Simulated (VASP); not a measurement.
Set up this calculation in VASP 6.6.1, as the native input.

```yaml
Task: single point
Functional: BLYP
Potentials_or_basis: VASP PAW PBE potentials, release 64 (Hf_pv, N)
Cutoff: 520 eV
k_mesh: 8 × 8 × 4
Occupations: methfessel-paxton, width 0.05 eV
Spin: no spin polarisation
Dipole_correction: no
Further_INCAR_settings: ALGO = Normal; EDIFF = 1e-06; NBANDS = 23
```

The structure of HfN lies in POSCAR:

```
HfN
1.0
    3.1339080000      0.0000000000      0.0000000000
   -1.5669540000      2.7140440000      0.0000000000
    0.0000000000      0.0000000000      5.4167680000
Hf N
2 2
Direct
    0.6666666667      0.3333333333      0.7500000000
    0.3333333333      0.6666666667      0.2500000000
    0.0000000000      0.0000000000      0.0000000000
    0.0000000000      0.0000000000      0.5000000000
```

One way to write it, as run:

INCAR

```
PREC = Accurate ; ENCUT = 520
EDIFF = 1E-6 ; ISMEAR = 1
SIGMA = 0.05 ; LREAL = F
LASPH = T ; NELM = 60
ALGO = Normal ; ISIF = 2
LWAVE = F ; LCHARG = T
GGA = B5 ; ALDAX = 1.0
AGGAX = 1.0 ; AGGAC = 1.0
ALDAC = 0.0 ; LELF = T
LVHAR = T ; NBANDS = 23
```

KPOINTS

```
Automatic mesh
0
Gamma
  8 8 4
```

Potentials or basis: VASP PAW PBE potentials, release 64 (Hf_pv, N).

Command:

```console
$ cat potpaw_PBE.64/Hf_pv/POTCAR potpaw_PBE.64/N/POTCAR > POTCAR
$ mpirun -np 1 vasp_std > vasp.out
```

Results of the run:

```yaml
Pressure: 13.6 GPa
Band_gap_on_the_k_mesh: zero (band 15 reaches 10.26 eV, above the bottom of band 16 at 8.03 eV)
```

Caveat: the PAW data sets were made with another functional, which shifts forces and pressure a little; spin-orbit coupling is left out, which moves the levels of the heavy elements.

It took 19 s on 1 thread of Intel Xeon 6975P-C (shared host), peak memory 0.17 GiB.
